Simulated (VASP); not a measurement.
# Ca (Pm-3m) in VASP: further runs

The runs below take Ca through single point, with PBE.

Everything below comes from runs of VASP 6.6.1. Logs are shortened: lines on timing, memory, paths and dates and some standing lists are left out, and cuts for length are marked.

### Step 1. The cell of the first run

Symmetry: Pm-3m, No. 221, cubic system. The conventional cell has a = 2.835 Å, b = 2.835 Å, c = 2.835 Å, α = 90.00°, β = 90.00°, γ = 90.00°. Within 3.7 Å of Ca (site symmetry m-3m) lie 6 Ca at 2.83 Å.

This isn't the form of Ca at room conditions, which is fcc.

### Step 2. Single point, PBE

INCAR

```
SYSTEM = Ca
PREC     = Accurate       ! precision mode
ENCUT    = 520            ! plane-wave cutoff, eV
EDIFF    = 1E-7           ! SCF threshold, eV
ISMEAR   = -1             ! smearing method
SIGMA    = 0.05           ! smearing width, eV
LREAL    = .False.        ! projectors in reciprocal space
LASPH    = .True.         ! aspherical terms in the spheres
NELM     = 60             ! most SCF steps
ALGO     = Normal         ! electronic algorithm
ISIF     = 2              ! what is computed and relaxed
LWAVE    = .False.        ! write WAVECAR
LCHARG   = .True.         ! write CHGCAR
GGA      = PE             ! functional
LELF     = .True.         ! ELF
LVHAR    = .True.       
NBANDS   = 11             ! bands
```

KPOINTS

```
regular mesh
0
Gamma
  6 6 6
  0 0 0
```

POSCAR

```
Ca
1.0
    2.8348689070      0.0000000000      0.0000000000
    0.0000000000      2.8348689070      0.0000000000
    0.0000000000      0.0000000000      2.8348689070
Ca
1
Direct
    0.0000000000      0.0000000000      0.0000000000
```

Potentials or basis: VASP PAW PBE potentials, release 64 (Ca_sv).

The run is started by

```sh
$ cat potpaw_PBE.64/Ca_sv/POTCAR > POTCAR
$ mpirun -np 1 vasp_std > vasp.out
```

OUTCAR:

```text
SYSTEM = Ca
   PREC = Accurate
   ENCUT = 520
   EDIFF = 1E-7
   ISMEAR = -1
   LREAL = .False.
   LASPH = .True.
   NELM = 60
   ISIF = 2
   GGA = PE

 ion  position               nearest neighbor table
   1  0.000  0.000  0.000-

  LATTYP: Found a simple cubic cell.
 ALAT       =     2.8348689070

  Lattice vectors:

 A1 = (   2.8348689070,   0.0000000000,   0.0000000000)
 A2 = (   0.0000000000,   2.8348689070,   0.0000000000)
 A3 = (   0.0000000000,   0.0000000000,   2.8348689070)

Analysis of symmetry for initial positions (statically):
=====================================================================
 Subroutine PRICEL returns:
 Original cell was already a primitive cell.

 Routine SETGRP: Setting up the symmetry group for a
 simple cubic supercell.

 Subroutine GETGRP returns: Found 48 space group operations
 (whereof 48 operations were pure point group operations)
 out of a pool of 48 trial point group operations.

The static configuration has the point symmetry O_h .

Analysis of symmetry for dynamics (positions and initial velocities):
=====================================================================
 Subroutine PRICEL returns:
 Original cell was already a primitive cell.

 Routine SETGRP: Setting up the symmetry group for a
 simple cubic supercell.

 Subroutine GETGRP returns: Found 48 space group operations
 (whereof 48 operations were pure point group operations)
 out of a pool of 48 trial point group operations.

The dynamic configuration has the point symmetry O_h .

 Subroutine INISYM returns: Found 48 space group operations
 (whereof 48 operations are pure point group operations),
 and found     1 'primitive' translations

----------------------------------------------------------------------------------------

                                     Primitive cell

  volume of cell :      22.7824

  direct lattice vectors                    reciprocal lattice vectors
     2.834868907  0.000000000  0.000000000     0.352749998  0.000000000  0.000000000
     0.000000000  2.834868907  0.000000000     0.000000000  0.352749998  0.000000000
     0.000000000  0.000000000  2.834868907     0.000000000  0.000000000  0.352749998

  length of vectors
     2.834868907  2.834868907  2.834868907     0.352749998  0.352749998  0.352749998

  position of ions in fractional coordinates (direct lattice)
     0.000000000  0.000000000  0.000000000

  ion indices of the primitive-cell ions
   primitive index   ion index
                 1           1

----------------------------------------------------------------------------------------

 KPOINTS: regular mesh

Automatic generation of k-mesh.
 Grid dimensions read from file:
 generate k-points for:    6    6    6

 Generating k-lattice:

  Cartesian coordinates                     Fractional coordinates (reciprocal lattice)
     0.058791666  0.000000000  0.000000000     0.166666667  0.000000000  0.000000000
     0.000000000  0.058791666  0.000000000     0.000000000  0.166666667  0.000000000
     0.000000000  0.000000000  0.058791666     0.000000000  0.000000000  0.166666667

  Length of vectors
     0.058791666  0.058791666  0.058791666

  Shift w.r.t. Gamma in fractional coordinates (k-lattice)
     0.000000000  0.000000000  0.000000000

 Subroutine IBZKPT returns following result:
 ===========================================

 Found     20 irreducible k-points:

 Following reciprocal coordinates:
            Coordinates               Weight
  0.000000  0.000000  0.000000      1.000000
  0.166667  0.000000  0.000000      6.000000
  0.333333  0.000000  0.000000      6.000000
  0.500000  0.000000  0.000000      3.000000
  0.166667  0.166667  0.000000     12.000000
  0.333333  0.166667  0.000000     24.000000
[... 12 lines left out ...]
  0.500000  0.500000  0.333333      6.000000
  0.500000  0.500000  0.500000      1.000000
   k-points           NKPTS =     20   k-points in BZ     NKDIM =     20   number of bands    NBANDS=     11
   number of dos      NEDOS =    301   number of ions     NIONS =      1
   total plane-waves  NPLWV =  13824
   dimension x,y,z NGX =    24 NGY =   24 NGZ =   24
   dimension x,y,z NGXF=    48 NGYF=   48 NGZF=   48
   ions per type =               1
   NGX,Y,Z   is equivalent  to a cutoff of  14.07, 14.07, 14.07 a.u.
   NGXF,Y,Z  is equivalent  to a cutoff of  28.15, 28.15, 28.15 a.u.
 SYSTEM =  Ca
   PREC   = accura    normal or accurate (medium, high low for compatibility)
   ISTART =      0    job   : 0-new  1-cont  2-samecut
   ICHARG =      2    charge: 1-file 2-atom 10-const
   ISPIN  =      1    spin polarized calculation?
   LNONCOLLINEAR =      F non collinear calculations
   LSORBIT =      F    spin-orbit coupling
   LASPH  =      T    aspherical Exc in radial PAW
   ENCUT  =  520.0 eV  38.22 Ry    6.18 a.u.   5.27  5.27  5.27*2*pi/ulx,y,z
   NELM   =     60;   NELMIN=  2; NELMDL= -5     # of ELM steps
   EDIFF  = 0.1E-06   stopping-criterion for ELM
   LREAL  =      F    real-space projection
   EDIFFG = 0.1E-05   stopping-criterion for IOM
   NSW    =      0    number of steps for IOM
   IBRION =     -1    ionic relax: 0-MD 1-quasi-New 2-CG
   NFREE  =      0    steps in history (QN), initial steepest desc. (CG)
   ISIF   =      2    stress and relaxation
   ISYM   =      2    0-nonsym 1-usesym 2-fastsym
   POTIM  = 0.5000    time-step for ionic-motion
   TEBEG  =    0.0;   TEEND  =   0.0 temperature during run
   PSTRESS=    0.0 pullay stress
   NELECT =      10.0000    total number of electrons
   NUPDOWN=      -1.0000    fix difference up-down
   EMIN   =  10.00;   EMAX   =-10.00  energy-range for DOS
   EFERMI =   0.00;   METHOD = LEGACY
   ISMEAR =    -1;   SIGMA  =   0.05  broadening in eV -4-tet -1-fermi 0-gaus
   EFERMI_NEDOS =   21; number of points for ismear=-14 and -15
   IALGO  =     38    algorithm
   IMIX   =      4    mixing-type and parameters
     AMIX     =   0.40;   BMIX     =  1.00
     AMIX_MAG =   1.60;   BMIX_MAG =  1.00
  volume/ion in A,a.u.               =      22.78       153.74
  Fermi-wavevector in a.u.,A,eV,Ry     =   1.244157  2.351116 21.060820  1.547927
  Thomas-Fermi vector in A             =   2.378436
   LORBIT       =      0    0 simple, 1 ext, 2 COOP (PROOUT), +10 PAW based schemes
   GGA     = PE    functional components
   LHFCALC =     F    Hartree Fock is set to
   AEXX    =    0.0000 exact exchange contribution
   IVDW    =     0    specifies the selected vdW correction
   LEPSILON=     F    determine dielectric tensor
   LRPA    =     F    only Hartree local field effects (RPA)
 non-spin polarized calculation
  energy-cutoff  :      520.00
  volume of cell :       22.78
 maximum number of plane-waves:       630
 NGX is ok and might be reduce to    24
   NGX = 11   NGY = 11   NGZ = 11

 number of electron      10.0000000 magnetization

 number of electron       9.9999997 magnetization

 Free energy of the ion-electron system (eV)
  ---------------------------------------------------
  ext. energy  EPLUGINS =         0.00000000
  ---------------------------------------------------
  free energy    TOTEN  =        -0.69684190 eV

  energy without entropy =       -0.69454926  energy(sigma->0) =       -0.69569558

 E-fermi :   4.8866     XC(G=0):  -9.9088

 val. band max:        4.7249932143   @ k =   0.5000   0.1667   0.0000
 cond. band min:       4.8985513699   @ k =   0.5000   0.5000   0.5000
 fundamental gap:      0.1735581556
 Fermi energy:         4.8866215244

 k-point     1 :       0.0000    0.0000    0.0000
  band No.  band energies     occupation
      1     -36.5293      2.00000
      2     -16.8478      2.00000
      3     -16.8478      2.00000
      4     -16.8478      2.00000
      5       0.5019      2.00000
      6       5.3496      0.00019
      7       5.3496      0.00019
      8      11.5305      0.00000
      9      11.5305      0.00000
     10      11.5305      0.00000
     11      19.0253      0.00000

 k-point     2 :       0.1667    0.0000    0.0000
  band No.  band energies     occupation
      1     -36.4785      2.00000
      2     -17.2145      2.00000
      3     -16.8158      2.00000
      4     -16.8158      2.00000
      5       1.1706      2.00000
      6       5.5591      0.00000
      7       5.8638      0.00000
      8      10.7220      0.00000
      9      10.7220      0.00000
     10      11.5906      0.00000
     11      16.4514      0.00000

 k-point     3 :       0.3333    0.0000    0.0000
  band No.  band energies     occupation
      1     -36.3748      2.00000
      2     -17.8966      2.00000
      3     -16.7510      2.00000
      4     -16.7510      2.00000
      5       2.7974      2.00000
      6       6.0248      0.00000
      7       6.3402      0.00000
      8       9.4880      0.00000
      9       9.4880      0.00000
     10      11.7136      0.00000
     11      14.3950      0.00000

 k-point     4 :       0.5000    0.0000    0.0000
  band No.  band energies     occupation
      1     -36.3218      2.00000
      2     -18.2164      2.00000
      3     -16.7181      2.00000
      4     -16.7181      2.00000
      5       4.4002      1.99988
      6       5.4136      0.00005
      7       6.2874      0.00000
      8       8.9786      0.00000
      9       8.9786      0.00000
     10      11.7765      0.00000
     11      14.4561      0.00000
[... 183 lines left out ...]
 k-point    18 :       0.5000    0.3333    0.3333
  band No.  band energies     occupation
      1     -36.0377      2.00000
      2     -17.8735      2.00000
      3     -17.5538      2.00000
      4     -17.5192      2.00000
      5       4.3681      1.99994
      6       5.6568      0.00000
      7       6.0865      0.00000
      8      10.2642      0.00000
      9      11.0558      0.00000
     10      13.8653      0.00000
     11      15.1301      0.00000

 k-point    19 :       0.5000    0.5000    0.3333
  band No.  band energies     occupation
      1     -35.9901      2.00000
      2     -17.8180      2.00000
      3     -17.8180      2.00000
      4     -17.4884      2.00000
      5       4.2890      1.99999
      6       5.5627      0.00000
      7       5.5627      0.00000
      8      10.7279      0.00000
      9      13.0845      0.00000
     10      13.2650      0.00000
     11      15.3928      0.00000

 k-point    20 :       0.5000    0.5000    0.5000
  band No.  band energies     occupation
      1     -35.9433      2.00000
      2     -17.7648      2.00000
      3     -17.7648      2.00000
      4     -17.7648      2.00000
      5       4.8986      0.88126
      6       4.8986      0.88126
      7       4.8986      0.88126
      8      11.9234      0.00000
      9      13.1213      0.00000
     10      13.1213      0.00000
     11      16.7183      0.00000

------------------------ aborting loop because EDIFF is reached ----------------------------------------

  FORCE on cell =-STRESS in cart. coord.  units (eV):
  Direction    XX          YY          ZZ          XY          YZ          ZX
  --------------------------------------------------------------------------------------
  -------------------------------------------------------------------------------------
  Total        2.8734658      2.8734658      2.8734658     -0.0000000      0.0000000     -0.0000000
  in kB      202.0773682    202.0773682    202.0773682     -0.0000000      0.0000000     -0.0000000
  external PRESSURE =     202.0773682 kB  Pullay stress =       0.0000000 kB

 VOLUME and BASIS-vectors are now :
 -----------------------------------------------------------------------------
  energy-cutoff  :      520.00
  volume of cell :       22.78
      direct lattice vectors                 reciprocal lattice vectors
     2.834868907  0.000000000  0.000000000     0.352749998  0.000000000  0.000000000
     0.000000000  2.834868907  0.000000000     0.000000000  0.352749998  0.000000000
     0.000000000  0.000000000  2.834868907     0.000000000  0.000000000  0.352749998

 POSITION                                       TOTAL-FORCE (eV/Angst)
 -----------------------------------------------------------------------------------
      0.00000      0.00000      0.00000         0.000000      0.000000      0.000000
 -----------------------------------------------------------------------------------
    total drift:                                0.000000      0.000000     -0.000000

  FREE ENERGIE OF THE ION-ELECTRON SYSTEM (eV)
  ---------------------------------------------------
  free  energy   TOTEN  =        -0.6968419012 eV

  energy  without entropy=       -0.6945492598  energy(sigma->0) =       -0.69569558
```

It took 7.9 s on 1 thread of AMD EPYC 7R43 (Zen 3), shared host; peak memory 0.1 GiB.

What came out:

```yaml
Free_energy: -0.6968 eV
Pressure: 20.2 GPa
Band_gap_on_the_k_mesh: zero (filled and empty bands touch)
```

Caveat: the k points lie up to 0.37 Å⁻¹ apart.

### Step 3. Single point, PBE

This run uses another cell than the first one, of 28.06 Å³/atom.

Edit INCAR of step 2 so:

```diff
@@ -3,3 +3,3 @@
 ENCUT    = 520            ! plane-wave cutoff, eV
-EDIFF    = 1E-7           ! SCF threshold, eV
+EDIFF    = 1E-6           ! SCF threshold, eV
 ISMEAR   = -1             ! smearing method
```

KPOINTS

```
Automatic mesh
0
Gamma
  6 6 6
  0 0 0
```

POSCAR

```
Ca
1.0
    3.0386681870      0.0000000000      0.0000000000
    0.0000000000      3.0386681870      0.0000000000
    0.0000000000      0.0000000000      3.0386681870
Ca
1
Direct
    0.0000000000      0.0000000000      0.0000000000
```

Potentials or basis: VASP PAW PBE potentials, release 64 (Ca_sv).

The run is started by

```sh
$ cat potpaw_PBE.64/Ca_sv/POTCAR > POTCAR
$ mpirun -np 1 vasp_std > vasp.out
```

Wall time 6.5 s (1 thread of AMD EPYC 7R43 (Zen 3), shared host); peak memory 0.1 GiB.

The run converged. Its results:

| Property | Result |
| --- | --- |
| Free energy | -1.1652 eV |
| Pressure | 10.0 GPa |
| Band gap on the k mesh | zero (bands 5 and 6 overlap by 0.54 eV) |

Levels at points of the mesh, in eV from the Fermi level:
```csv
k point,band 1,band 2,band 3,band 4,band 5,band 6,band 7,band 8,band 9,band 10
"(0.00, 0.00, 0.00)",-41.37,-22.01,-22.01,-22.01,-4.16,0.85,0.85,5.89,5.89,5.89
"(0.50, 0.00, 0.00)",-41.27,-22.80,-21.94,-21.94,-0.65,0.15,1.62,3.86,3.86,6.08
"(0.50, 0.50, 0.00)",-41.18,-22.67,-22.67,-21.87,-1.06,1.67,4.36,4.36,4.37,4.37
"(0.50, 0.50, 0.50)",-41.09,-22.56,-22.56,-22.56,0.50,0.50,0.50,6.73,7.14,7.14
```

Caveat: the cell stands under pressure.

### Step 4. Single point, PBE

This run uses another cell than the first one, of 33.18 Å³/atom.

INCAR

```
SYSTEM = Ca
ALGO     = Normal         ! electronic algorithm
EDIFF    = 1E-7           ! SCF threshold, eV
ENCUT    = 520            ! plane-wave cutoff, eV
GGA      = PE             ! functional
ISIF     = 2              ! what is computed and relaxed
ISMEAR   = -1             ! smearing method
LASPH    = .True.         ! aspherical terms in the spheres
LCHARG   = .False.        ! write CHGCAR
LREAL    = .False.        ! projectors in reciprocal space
LWAVE    = .False.        ! write WAVECAR
NBANDS   = 11             ! bands
NELM     = 60             ! most SCF steps
PREC     = Accurate       ! precision mode
SIGMA    = 0.05           ! smearing width, eV
```

KPOINTS

```
k-points
0
Gamma
  6 6 6
  0 0 0
```

POSCAR

```
Ca
1.0
    3.2133702192      0.0000000000      0.0000000000
    0.0000000000      3.2133702192      0.0000000000
    0.0000000000      0.0000000000      3.2133702192
Ca
1
Direct
    0.0000000000      0.0000000000      0.0000000000
```

The run is started by

```sh
$ cat potpaw_PBE.64/Ca_sv/POTCAR > POTCAR
$ mpirun -np 1 vasp_std > vasp.out
```

It took 8.1 s on 1 thread of AMD EPYC 7R43 (Zen 3), shared host; peak memory 0.1 GiB.

The run converged. Its results:

```yaml
Free_energy: -1.4052 eV
Pressure: 5.0 GPa
Band_gap_on_the_k_mesh: zero (bands 5 and 6 overlap by 0.90 eV)
```

Levels at points of the mesh, in eV from the Fermi level:
| k point | band 3 | band 4 | band 5 | band 6 | band 7 | band 8 |
| --- | --- | --- | --- | --- | --- | --- |
| (0.00, 0.00, 0.00) | -22.48 | -22.48 | -4.09 | 0.85 | 0.85 | 5.11 |
| (0.50, 0.00, 0.00) | -22.43 | -22.43 | -0.92 | -0.20 | 1.50 | 3.44 |
| (0.50, 0.50, 0.00) | -22.89 | -22.39 | -0.75 | 1.34 | 3.43 | 3.43 |
| (0.50, 0.50, 0.50) | -22.82 | -22.82 | 0.59 | 0.59 | 0.59 | 6.13 |

Caveat: the cell stands under pressure.

### Step 5. Overview

| cell | gap on the mesh (eV) | pressure (GPa) |
| --- | --- | --- |
| a = 2.835 Å, 1 atom | none | 20.2 |
| a = 3.039 Å, 1 atom | none | 10.0 |
| a = 3.213 Å, 1 atom | none | 5.0 |

Alike in all rows: task single point; level PBE; potentials or basis VASP PAW PBE potentials, release 64 (Ca_sv); no spin polarisation; k mesh 6 × 6 × 6; cutoff (eV) 520; smearing fermi-dirac 0.05 eV.

Caveats: some runs use coarse meshes; the cell stands under pressure (at least some runs).

Absolute energies hang on the potentials; compare differences alone.
